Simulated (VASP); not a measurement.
# AlAs in VASP: further runs

The runs below take AlAs through single point, relaxation of the atoms, with PBEsol.

All numbers are computed with VASP 6.6.1; they aren't measurements. Logs are shortened: lines on timing, memory, paths and dates and some standing lists are left out, and cuts for length are marked.

### 1 The cell of the first run

The cell holds a slab with vacuum, 8 atoms: a = 4.013 Å, b = 4.013 Å, c = 24.931 Å, α = 90.00°, β = 90.00°, γ = 90.00°.

### 2 Single point, PBEsol

Input file INCAR:

```
PREC     = Accurate       # precision mode
ENCUT    = 520            # plane-wave cutoff, eV
EDIFF    = 1E-6           # SCF threshold, eV
ISMEAR   = 0              # smearing method
SIGMA    = 0.05           # smearing width, eV
LREAL    = F              # projectors in reciprocal space
LASPH    = T              # aspherical terms in the spheres
NELM     = 100            # most SCF steps
ALGO     = Normal         # electronic algorithm
ISIF     = 2              # what is computed and relaxed
LWAVE    = F              # write WAVECAR
LCHARG   = T              # write CHGCAR
LDIPOL   = T            
IDIPOL   = 3            
DIPOL    = 0.5 0.5 0.500
GGA      = PS             # functional
LELF     = T              # ELF
LVHAR    = T            
LVACPOTAV= T            
NBANDS   = 26             # bands
```

Input file KPOINTS:

```
regular mesh
0
Gamma
  7 7 1
```

Input file POSCAR:

```
AlAs
1.0
    4.0125456549      0.0000000000      0.0000000000
    0.0000000000      4.0125456549      0.0000000000
    0.0000000000      0.0000000000     24.9305438485
As Al
4 4
Direct
    0.0000000000      0.5000000000      0.3008357959
    0.5000000000      0.0000000000      0.4146439125
    0.0000000000      0.5000000000      0.5284520292
    0.5000000000      0.0000000000      0.6422601458
    0.5000000000      0.5000000000      0.3577398542
    0.0000000000      0.0000000000      0.4715479708
    0.5000000000      0.5000000000      0.5853560875
    0.0000000000      0.0000000000      0.6991642041
```

Potentials or basis: VASP PAW PBE potentials, release 64 (As, Al).

Started as:

```sh
> cat potpaw_PBE.64/As/POTCAR potpaw_PBE.64/Al/POTCAR > POTCAR
> mpirun -np 1 vasp_std > vasp.out
```

OUTCAR:

```text
PREC = Accurate
   ENCUT = 520
   EDIFF = 1E-6
   ISMEAR = 0
   LREAL = F
   LASPH = T
   NELM = 100
   ISIF = 2
   GGA = PS

 ion  position               nearest neighbor table
   1  0.000  0.500  0.301-   5 2.46   5 2.46
   2  0.500  0.000  0.415-   5 2.46   5 2.46   6 2.46   6 2.46
   3  0.000  0.500  0.528-   7 2.46   7 2.46   6 2.46   6 2.46
   4  0.500  0.000  0.642-   7 2.46   8 2.46   7 2.46   8 2.46
   5  0.500  0.500  0.358-   1 2.46   2 2.46   2 2.46   1 2.46
   6  0.000  0.000  0.472-   2 2.46   2 2.46   3 2.46   3 2.46
   7  0.500  0.500  0.585-   4 2.46   4 2.46   3 2.46   3 2.46
   8  0.000  0.000  0.699-   4 2.46   4 2.46

  LATTYP: Found a simple tetragonal cell.
 ALAT       =     4.0125456549
 C/A-ratio  =     6.2131489565

  Lattice vectors:

 A1 = (   4.0125456549,   0.0000000000,   0.0000000000)
 A2 = (   0.0000000000,   4.0125456549,   0.0000000000)
 A3 = (   0.0000000000,   0.0000000000,  24.9305438485)

Analysis of symmetry for initial positions (statically):
=====================================================================
 Subroutine PRICEL returns:
 Original cell was already a primitive cell.

 Routine SETGRP: Setting up the symmetry group for a
 simple tetragonal supercell.

 Subroutine GETGRP returns: Found  4 space group operations
 (whereof  4 operations were pure point group operations)
 out of a pool of 16 trial point group operations.

The static configuration has the point symmetry C_2v.

Analysis of symmetry for dynamics (positions and initial velocities):
=====================================================================
 Subroutine PRICEL returns:
 Original cell was already a primitive cell.

 Routine SETGRP: Setting up the symmetry group for a
 simple tetragonal supercell.

 Subroutine GETGRP returns: Found  4 space group operations
 (whereof  4 operations were pure point group operations)
 out of a pool of 16 trial point group operations.

The dynamic configuration has the point symmetry C_2v.

 Subroutine INISYM returns: Found  4 space group operations
 (whereof  4 operations are pure point group operations),
 and found     1 'primitive' translations

----------------------------------------------------------------------------------------

                                     Primitive cell

  volume of cell :     401.3948

  direct lattice vectors                    reciprocal lattice vectors
     4.012545655  0.000000000  0.000000000     0.249218348  0.000000000  0.000000000
     0.000000000  4.012545655  0.000000000     0.000000000  0.249218348  0.000000000
     0.000000000  0.000000000 24.930543849     0.000000000  0.000000000  0.040111439

  length of vectors
     4.012545655  4.012545655 24.930543849     0.249218348  0.249218348  0.040111439

  position of ions in fractional coordinates (direct lattice)
     0.000000000  0.500000000  0.300835796
     0.500000000  0.000000000  0.414643912
     0.000000000  0.500000000  0.528452029
     0.500000000  0.000000000  0.642260146
     0.500000000  0.500000000  0.357739854
     0.000000000  0.000000000  0.471547971
     0.500000000  0.500000000  0.585356088
     0.000000000  0.000000000  0.699164204

  ion indices of the primitive-cell ions
   primitive index   ion index
                 1           1
                 2           2
                 3           3
                 4           4
                 5           5
                 6           6
                 7           7
                 8           8

----------------------------------------------------------------------------------------

 KPOINTS: regular mesh

Automatic generation of k-mesh.
 Grid dimensions read from file:
 generate k-points for:    7    7    1

 Generating k-lattice:

  Cartesian coordinates                     Fractional coordinates (reciprocal lattice)
     0.035602621  0.000000000  0.000000000     0.142857143  0.000000000  0.000000000
     0.000000000  0.035602621  0.000000000     0.000000000  0.142857143  0.000000000
[... 51 lines left out ...]
  ext. energy  EPLUGINS =         0.00000000
  ---------------------------------------------------
  free energy    TOTEN  =       -36.05816206 eV

  energy without entropy =      -36.04979378  energy(sigma->0) =      -36.05397792

 E-fermi :  -1.0918     XC(G=0):  -4.9093

 val. band max:       -1.1106327384   @ k =   0.1429   0.0000   0.0000
 cond. band min:      -1.0850695810   @ k =   0.4286   0.2857   0.0000
 fundamental gap:      0.0255631574
 Fermi energy:        -1.0918129751

 k-point     1 :       0.0000    0.0000    0.0000
  band No.  band energies     occupation
      1     -13.2155      2.00000
      2     -12.5624      2.00000
      3     -11.8551      2.00000
      4     -10.6993      2.00000
      5      -6.6117      2.00000
      6      -5.2756      2.00000
[... 18 lines left out ...]
     25       2.6066      0.00000
     26       3.1474      0.00000

 k-point     2 :       0.1429    0.0000    0.0000
  band No.  band energies     occupation
      1     -13.0939      2.00000
      2     -12.4603      2.00000
      3     -11.7864      2.00000
      4     -10.6300      2.00000
      5      -6.5885      2.00000
      6      -5.5075      2.00000
[... 18 lines left out ...]
     25       3.0425      0.00000
     26       3.4480      0.00000

 k-point     3 :       0.0000    0.1429    0.0000
  band No.  band energies     occupation
      1     -13.0939      2.00000
      2     -12.4618      2.00000
      3     -11.7926      2.00000
      4     -10.6798      2.00000
      5      -6.5214      2.00000
      6      -5.4644      2.00000
[... 340 lines left out ...]
 k-point    15 :      -0.2857    0.4286    0.0000
  band No.  band energies     occupation
      1     -12.0053      2.00000
      2     -11.6836      2.00000
      3     -11.2995      2.00000
      4     -10.3339      2.00000
      5      -6.7073      2.00000
      6      -6.3382      2.00000
[... 18 lines left out ...]
     25       4.0504      0.00000
     26       4.3337      0.00000

 k-point    16 :       0.4286    0.4286    0.0000
  band No.  band energies     occupation
      1     -11.7635      2.00000
      2     -11.4671      2.00000
      3     -11.0885      2.00000
      4     -10.0932      2.00000
      5      -6.8409      2.00000
      6      -6.4962      2.00000
[... 18 lines left out ...]
     25       3.4669      0.00000
     26       3.7462      0.00000

------------------------ aborting loop because EDIFF is reached ----------------------------------------

  FORCE on cell =-STRESS in cart. coord.  units (eV):
  Direction    XX          YY          ZZ          XY          YZ          ZX
  --------------------------------------------------------------------------------------
  -------------------------------------------------------------------------------------
  Total       -0.3402635     -2.1281817      0.7554560      0.0000000      0.0000000      0.0000000
  in kB       -1.3581704     -8.4946904      3.0154217      0.0000000      0.0000000      0.0000000
  external PRESSURE =      -2.2791464 kB  Pullay stress =       0.0000000 kB

 VOLUME and BASIS-vectors are now :
 -----------------------------------------------------------------------------
  energy-cutoff  :      520.00
  volume of cell :      401.39
      direct lattice vectors                 reciprocal lattice vectors
     4.012545655  0.000000000  0.000000000     0.249218348  0.000000000  0.000000000
     0.000000000  4.012545655  0.000000000     0.000000000  0.249218348  0.000000000
     0.000000000  0.000000000 24.930543849     0.000000000  0.000000000  0.040111439

 POSITION                                       TOTAL-FORCE (eV/Angst)
 -----------------------------------------------------------------------------------
      0.00000      2.00627      7.50000         0.000000      0.000000      0.102327
      2.00627      0.00000     10.33730         0.000000      0.000000      0.370097
      0.00000      2.00627     13.17460         0.000000      0.000000      0.281317
      2.00627      0.00000     16.01189         0.000000      0.000000      0.002973
      2.00627      2.00627      8.91865         0.000000      0.000000     -0.318482
      0.00000      0.00000     11.75595         0.000000      0.000000     -0.347437
      2.00627      2.00627     14.59325         0.000000      0.000000     -0.324072
      0.00000      0.00000     17.43054         0.000000      0.000000      0.233277
 -----------------------------------------------------------------------------------
    total drift:                                0.000000     -0.000000      0.000025

  FREE ENERGIE OF THE ION-ELECTRON SYSTEM (eV)
  ---------------------------------------------------
  free  energy   TOTEN  =       -36.0581620623 eV

  energy  without entropy=      -36.0497937814  energy(sigma->0) =      -36.05397792

 vacuum level on the upper side and lower side of the slab         3.615         5.032
```

Run time: 5 min. Hardware: 1 thread of Intel Xeon Platinum 8488C (Sapphire Rapids), shared host; peak memory 0.46 GiB.

Results:

```yaml
Free_energy: -36.0582 eV
Largest_force: 0.370 eV/Å
Band_gap_on_the_k_mesh: zero (bands 16 and 17 overlap by 0.22 eV)
```

Forces on the atoms (eV/Å):
```
As   0.000  0.000  0.102
As   0.000  0.000  0.370
As   0.000  0.000  0.281
As   0.000  0.000  0.003
Al   0.000  0.000 -0.318
Al   0.000  0.000 -0.347
Al   0.000  0.000 -0.324
Al   0.000  0.000  0.233
```

Levels at points of the mesh, in eV from the Fermi level:
```
           k point  band 13  band 14  band 15  band 16  band 17  band 18  band 19  band 20
(0.00, 0.00, 0.00)    -0.87    -0.75    -0.05     0.15     1.16     1.23     1.77     2.26
```

Caveat: the PAW data sets were made with another functional, which shifts forces and pressure a little.

### 3 Single point, PBEsol

Input file INCAR:

```
SYSTEM = AlAs
PREC = Accurate ; ENCUT = 520
EDIFF = 1E-6 ; ISMEAR = 0
SIGMA = 0.05 ; LREAL = .FALSE.
LASPH = .TRUE. ; NELM = 60
ALGO = Normal ; ISIF = 2
LWAVE = .FALSE. ; LCHARG = .FALSE.
LDIPOL = .TRUE. ; IDIPOL = 3
DIPOL = 0.5 0.5 0.500 ; GGA = PS
NBANDS = 26
```

Input file KPOINTS:

```
Automatic mesh
0
G
  7 7 1
  0 0 0
```

Input file POSCAR:

```
AlAs
1.0
    4.0125456549      0.0000000000      0.0000000000
    0.0000000000      4.0125456549      0.0000000000
    0.0000000000      0.0000000000     24.9305438485
As Al
4 4
Direct
    0.0000000000      0.5000000000      0.3006638054
    0.5000000000      0.0000000000      0.4150914397
    0.0000000000      0.5000000000      0.5287501495
    0.5000000000      0.0000000000      0.6429213211
    0.5000000000      0.5000000000      0.3563725468
    0.0000000000      0.0000000000      0.4703746924
    0.5000000000      0.5000000000      0.5845325602
    0.0000000000      0.0000000000      0.7012934850
```

Potentials or basis: VASP PAW PBE potentials, release 64 (As, Al).

Started as:

```sh
> cat potpaw_PBE.64/As/POTCAR potpaw_PBE.64/Al/POTCAR > POTCAR
> mpirun -np 1 vasp_std > vasp.out
```

Wall time 5.3 min (1 thread of Intel Xeon Platinum 8488C (Sapphire Rapids), shared host); peak memory 0.46 GiB.

Results (log left out):

| Quantity | Value |
| --- | --- |
| Free energy | -36.0814 eV |
| Largest force | 0.026 eV/Å |
| Band gap on the k mesh | zero (bands 16 and 17 overlap by 0.19 eV) |

Forces on the atoms (eV/Å):
```
As   0.000  0.000 -0.026
As   0.000  0.000 -0.010
As   0.000  0.000 -0.010
As   0.000  0.000  0.013
Al   0.000  0.000  0.008
Al   0.000  0.000  0.006
Al   0.000  0.000  0.003
Al   0.000  0.000  0.016
```

Levels at points of the mesh, in eV from the Fermi level:
```
           k point  band 12  band 13  band 14  band 15  band 16  band 17  band 18  band 19  band 20  band 21
(0.00, 0.00, 0.00)    -1.00    -0.75    -0.75    -0.14     0.16     1.15     1.32     1.89     2.28     2.66
```

Caveat: the PAW data sets were made with another functional, which shifts forces and pressure a little.

### 4 Relaxation of the atoms, PBEsol

This run uses another cell than the first one: it holds 6 atoms, not 8.

Input file INCAR:

```
SYSTEM = AlAs
PREC = Accurate
ENCUT = 520
EDIFF = 1E-6
ISMEAR = 0
SIGMA = 0.05
LREAL = .FALSE.
LASPH = .TRUE.
NELM = 60
ALGO = Normal
ISIF = 2
LWAVE = .FALSE.
LCHARG = .FALSE.
LDIPOL = .TRUE.
IDIPOL = 3
DIPOL = 0.5 0.5 0.500
GGA = PS
IBRION = 2
NSW = 90
EDIFFG = -0.03
LUSENCCL = .FALSE.
```

KPOINTS is that of step 3.

Input file POSCAR:

```
AlAs
1.0
    4.0125456562      0.0000000000      0.0000000000
    0.0000000000      4.0125456562      0.0000000000
    0.0000000000      0.0000000000     24.0932456083
As Al
3 3
Selective dynamics
Direct
    0.0000000000      0.5000000000      0.3527959719  F F F
    0.5000000000      0.0000000000      0.4705591944  F F F
    0.0000000000      0.5000000000      0.5883224169  T T T
    0.5000000000      0.5000000000      0.4116775831  F F F
    0.0000000000      0.0000000000      0.5294408056  T T T
    0.5000000000      0.5000000000      0.6472040281  T T T
```

Started as:

```sh
> cat potpaw_PBE.64/As/POTCAR potpaw_PBE.64/Al/POTCAR > POTCAR
> mpirun -np 1 vasp_std > vasp.out
```

Run time: 2.2 min. Hardware: 1 × NVIDIA H100 80GB with 1 thread of Intel Xeon Platinum 8481C at 2.70GHz (Sapphire Rapids), shared host; peak memory 1.4 GiB.

The run converged. Its results:

```
Free energy               : -26.1078 eV
Energy gained by relaxing : 2.4 meV/atom
Ionic steps               : 5
Band gap on the k mesh    : zero (bands 12 and 13 overlap by 0.22 eV)
```

Step by step:
```csv
step,energy change (eV),largest force on free atoms (eV/Å),pressure (GPa)
1,0.0000,0.5322,-0.28
2,-0.0116,0.2226,-0.29
3,-0.0139,0.0873,-0.30
4,-0.0144,0.0508,-0.30
5,-0.0146,0.0173,-0.31
```

Final structure:
```
As Al
1.0
     4.01255    0.00000    0.00000
     0.00000    4.01255    0.00000
     0.00000    0.00000   24.09325
As Al
3 3
Direct
  0.00000 0.50000 0.35280
  0.50000 0.00000 0.47056
  0.00000 0.50000 0.58881
  0.50000 0.50000 0.41168
  0.00000 0.00000 0.52752
  0.50000 0.50000 0.64796
```

Levels at points of the mesh, in eV from the Fermi level:
```
           k point  band 8  band 9  band 10  band 11  band 12  band 13  band 14  band 15  band 16
(0.00, 0.00, 0.00)   -1.39   -1.20    -1.15    -0.20     0.19     1.08     1.41     2.05     2.63
```

Caveat: the PAW data sets were made with another functional, which shifts forces and pressure a little.

### 5 Relaxation of the atoms, PBEsol

Input file INCAR:

```
SYSTEM = AlAs
ALGO = Fast
DIPOL = 0.5 0.5 0.500
EDIFF = 1E-6
EDIFFG = -0.02
ENCUT = 520
GGA = PS
IBRION = 2
IDIPOL = 3
ISIF = 2
ISMEAR = 0
LASPH = .True.
LCHARG = .False.
LDIPOL = .True.
LREAL = .False.
LWAVE = .False.
NELM = 80
NSW = 80
PREC = Accurate
SIGMA = 0.05
```

Input file KPOINTS:

```
k-points
0
Gamma
  7 7 1
  0 0 0
```

Input file POSCAR:

```
AlAs
1.0
    4.0125456549      0.0000000000      0.0000000000
    0.0000000000      4.0125456549      0.0000000000
    0.0000000000      0.0000000000     24.9305438485
As Al
4 4
Direct
    0.0000000000      0.5000000000      0.3008357959
    0.5000000000      0.0000000000      0.4146439125
    0.0000000000      0.5000000000      0.5284520292
    0.5000000000      0.0000000000      0.6422601458
    0.5000000000      0.5000000000      0.3577398542
    0.0000000000      0.0000000000      0.4715479708
    0.5000000000      0.5000000000      0.5853560875
    0.0000000000      0.0000000000      0.6991642041
```

Started as:

```sh
> cat potpaw_PBE.64/As/POTCAR potpaw_PBE.64/Al/POTCAR > POTCAR
> mpirun -np 1 vasp_std > vasp.out
```

Run time: 23 min. Hardware: 1 thread of Oxide Virtual Turin-like, shared host; peak memory 0.48 GiB.

Results (log left out):

```yaml
Free_energy: -36.0817 eV
Energy_gained_by_relaxing: 2.9 meV/atom
Ionic_steps: 13
Largest_force_after_relaxing: 0.010 eV/Å
Band_gap_on_the_k_mesh: zero (bands 16 and 17 overlap by 0.18 eV)
```

Forces on the atoms (eV/Å):
```
As   0.000  0.000 -0.010
As   0.000  0.000  0.010
As   0.000  0.000 -0.004
As   0.000  0.000  0.008
Al   0.000  0.000  0.002
Al   0.000  0.000 -0.002
Al   0.000  0.000 -0.001
Al   0.000  0.000 -0.003
```

The path:
| step | energy change (eV) | largest force (eV/Å) | pressure (GPa) |
| --- | --- | --- | --- |
| 1 | 0.0000 | 0.3700 | -0.23 |
| 2 | -0.0184 | 0.1462 | -0.23 |
| 3 | -0.0196 | 0.1195 | -0.23 |
| 4 | -0.0207 | 0.0946 | -0.24 |
| 5 | -0.0217 | 0.0785 | -0.28 |
| 6 | -0.0223 | 0.0347 | -0.30 |
| 7 | -0.0226 | 0.0470 | -0.32 |
| 8 | -0.0229 | 0.0322 | -0.34 |
| 9 | -0.0231 | 0.0252 | -0.36 |
| 10 | -0.0233 | 0.0292 | -0.37 |
| 11 | -0.0233 | 0.0423 | -0.41 |
| 12 | -0.0234 | 0.0307 | -0.39 |
| 13 | -0.0235 | 0.0100 | -0.41 |

Final structure:
```
As Al
1.0
     4.01255    0.00000    0.00000
     0.00000    4.01255    0.00000
     0.00000    0.00000   24.93054
As Al
4 4
Cartesian
  0.0000 2.0063 7.4850
  2.0063 0.0000 10.3418
  0.0000 2.0063 13.1829
  2.0063 0.0000 16.0370
  2.0063 2.0063 8.8768
  0.0000 0.0000 11.7248
  2.0063 2.0063 14.5778
  0.0000 0.0000 17.4962
```

Levels at points of the mesh, in eV from the Fermi level:
| k point | band 14 | band 15 | band 16 | band 17 | band 18 | band 19 |
| --- | --- | --- | --- | --- | --- | --- |
| (0.00, 0.00, 0.00) | -0.74 | -0.13 | 0.15 | 1.15 | 1.34 | 1.90 |

Caveat: the PAW data sets were made with another functional, which shifts forces and pressure a little.

### 6 Summary

```csv
task,cell,atoms held fixed (from 0),gap on the mesh (eV),largest force (eV/Å)
single point,"a = 4.013, b = 4.013, c = 24.931 Å, 8 atoms, atomic positions A",-,none,0.37
single point,"a = 4.013, b = 4.013, c = 24.931 Å, 8 atoms, atomic positions B",-,none,0.03
relaxation of the atoms,"atoms relaxed from a = 4.013, b = 4.013, c = 24.093 Å, 6 atoms, atomic positions C","[0, 3, 1]",none,-
relaxation of the atoms,"atoms relaxed from a = 4.013, b = 4.013, c = 24.931 Å, 8 atoms, atomic positions A",-,none,0.01
```

Alike in all rows: level PBEsol; potentials or basis VASP PAW PBE potentials, release 64 (As, Al); no spin polarisation; k mesh 7 × 7 × 1; cutoff (eV) 520; smearing gaussian 0.05 eV.

Caveats: the PAW data sets were made with another functional, which shifts forces and pressure a little.

Absolute energies hang on the potentials; compare differences alone.
